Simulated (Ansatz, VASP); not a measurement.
**BAs in VASP and in Ansatz**

File POSCAR:

```
BAs
1.0
    2.9570103300      0.0000000000      0.0000000000
    0.0000000000      2.9570103300      0.0000000000
    0.0000000000      0.0000000000      2.9570103300
B As
1 1
Direct
    0.5000000000      0.5000000000      0.5000000000
    0.0000000000      0.0000000000      0.0000000000
```

Contents of INCAR.step1:

```
ALGO = Normal ; EDIFF = 1E-5
ENCUT = 600 ; GGA = PE
ISMEAR = -1 ; LASPH = T
LCHARG = F ; LREAL = F
LWAVE = T ; NBANDS = 11
NELM = 60 ; PREC = Accurate
SIGMA = 0.05
```

The input INCAR.step2:

```
AEXX = 0.25 ; ALGO = Normal
EDIFF = 1E-6 ; EDIFFG = -0.01
ENCUT = 600 ; GGA = PS
HFSCREEN = 0.207 ; IBRION = 2
ISIF = 3 ; ISMEAR = -1
ISTART = 1 ; LASPH = T
LCHARG = F ; LHFCALC = T
LREAL = F ; LWAVE = F
NELM = 60 ; NSW = 60
PREC = Accurate ; PRECFOCK = Normal
SIGMA = 0.05
```

Contents of KPOINTS:

```
k-points
0
Gamma
  5 5 5
```

File input.yaml:

```yaml
crystal:
  lattice:
    - [2.95701033, 0.0, 0.0]
    - [0.0, 2.95701033, 0.0]
    - [0.0, 0.0, 2.95701033]
  atoms:
    - { symbol: B, position: [0.5, 0.5, 0.5] }
    - { symbol: As, position: [0.0, 0.0, 0.0] }
hamiltonian:
  xc:
    exchange: hjs_pbesol
    correlation: pbesol
    exx: { coeff: 0.25, omega: 0.207 }
  pseudopotentials: { kind: paw }
kpoints:
  mp_grid: { grid: [5, 5, 5] }
scf:
  occupations: { method: fermi_dirac, width: 0.05 }
output:
  forces: true
  stress: true
  eigenvalues: true
relax:
  f_tol: 0.01
  max_steps: 40
  cell: { stress_tol: 0.05 }
```

Alike in both runs: task relaxation of cell and atoms; functional PBEsol-based screened hybrid; k mesh 5 × 5 × 5; occupations fermi-dirac, width 0.05 eV; no spin polarisation.

|  | VASP | Ansatz |
| --- | --- | --- |
| version | VASP 6.6.1 | Ansatz 0.2.0 |
| potentials or method | VASP PAW PBE potentials, release 64 (B, As) | Ansatz PAW |
| plane-wave cutoff (eV) | 600 | 420 |
| valence electrons in the cell | 8 | 18 |

```tsv
	VASP	Ansatz	Ansatz less VASP
gap on the k mesh at the Fermi level, each at its own relaxed structure (eV)	none	none	-
relaxed volume (Å³/atom)	11.70	11.72	+0.019
relaxed cell length with the largest relative difference (Å)	2.861	2.862	+0.0015
```

VASP's potentials were made for PBE, not for PBEsol-based screened hybrid. A gap of «none» marks a metal or a gap that the smearing closes. VASP's potentials hold 8 valence electrons a cell and Ansatz's 18, so a difference there can come from the potentials and not from the codes.

The k mesh is coarse, so the values compare programs but aren't converged. Noted on Ansatz's run: the plane-wave basis is chosen anew once the cell has moved, so the energies of steps on either side of that aren't comparable.
